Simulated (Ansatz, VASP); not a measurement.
# MgO: VASP beside Ansatz

The input INCAR:

```
SYSTEM = MgO
PREC = Accurate ; ENCUT = 520
EDIFF = 1E-8 ; ISMEAR = -1
SIGMA = 0.05 ; LREAL = .FALSE.
LASPH = .TRUE. ; NELM = 80
ALGO = Normal ; ISIF = 2
LWAVE = .FALSE. ; LCHARG = .FALSE.
GGA = PE ; LEFG = .TRUE.
NBANDS = 11
```

Contents of KPOINTS:

```
regular mesh
0
G
  16 16 16
  0 0 0
```

POSCAR

```
MgO
1.0
    0.0000000000      2.1269184940      2.1269184940
    2.1269184940      0.0000000000      2.1269184940
    2.1269184940      2.1269184940      0.0000000000
Mg O
1 1
Direct
    0.0000000000      0.0000000000      0.0000000000
    0.5000000000      0.5000000000      0.5000000000
```

Input for Ansatz:

```yaml
crystal:
  lattice:
    - [0.0, 2.126918494, 2.126918494]
    - [2.126918494, 0.0, 2.126918494]
    - [2.126918494, 2.126918494, 0.0]
  atoms:
    - { symbol: Mg, position: [0.0, 0.0, 0.0] }
    - { symbol: O, position: [0.5, 0.5, 0.5] }
kpoints:
  mp_grid: { grid: [16, 16, 16] }
  band_path:
    path:
      - [0.0, 0.0, 0.0]
      - [0.5, 0.0, 0.5]
      - [0.625, 0.25, 0.625]
      - [0.375, 0.375, 0.75]
      - [0.0, 0.0, 0.0]
      - [0.5, 0.5, 0.5]
      - [0.5, 0.25, 0.75]
      - [0.5, 0.0, 0.5]
    npoints: 8
scf:
  occupations: { method: fermi_dirac, width: 0.05 }
hamiltonian:
  xc: pbe
  pseudopotentials: { kind: paw }
output:
  forces: true
  stress: true
  eigenvalues: true
  efg: { contact_densities: true }
  populations: true
  bader: true
  dos: { projected: true, de: 0.2, e_range: [-14, 8] }
```

Alike in both runs: task electric field gradients; functional PBE; k mesh 16 × 16 × 16; occupations fermi-dirac, width 0.05 eV; no spin polarisation.

|  | VASP | Ansatz |
| --- | --- | --- |
| version | VASP 6.6.1 | Ansatz 0.2.0 |
| potentials or method | VASP PAW PBE potentials, release 64 (Mg, O) | PAW with Ansatz's default frozen-core files, scalar-relativistic |
| plane-wave cutoff (eV) | 520 | 420 |
| valence electrons in the cell | 8 | 16 |

```csv
,VASP,Ansatz,Ansatz less VASP
gap on the k mesh at the Fermi level (eV),4.44,4.46,+0.017
pressure (GPa),-0.7,0.0,+0.73
```

VASP's potentials hold 8 valence electrons a cell and Ansatz's 16, so a difference there can come from the potentials and not from the codes.
